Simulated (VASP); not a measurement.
Runs of VASP 6.6.1 on P. The structure is that of space group Imma (No. 74), or close to it. The cells are those of the table. 

```csv
cell,gap on the mesh (eV),pressure (GPa),largest force (eV/Å)
"a = 3.578 Å, angles 121.8, 87.4, 121.1°, 2 atoms",none,(a),0.67
"a = 3.608 Å, angles 120.7, 85.2, 124.9°, 2 atoms",none,-3.0,0.87
"a = 3.542 Å, angles 124.9, 93.1, 112.0°, 2 atoms",none,-1.5,0.19
"a = 3.542 Å, angles 126.6, 96.1, 107.3°, 2 atoms",none,-0.9,0.63
```

Alike in all rows: task single point; level LDA; potentials or basis VASP PAW LDA potentials, release 64 (P); no spin polarisation; k mesh 20 × 20 × 20; cutoff (eV) 520; smearing gaussian 0.15 eV.

Problem. Estimate the missing entries.

Solution. (a) -2.9.

Caveats: the stress differs along the axes, from -11 to 6 GPa (at least some runs); the stress differs along the axes, from -17 to 13 GPa (at least some runs); the stress differs along the axes, from -8 to 4 GPa (at least some runs); the stress differs along the axes, from -12 to 7 GPa (at least some runs).

A gap of «none» marks levels without a gap at the run's occupations.
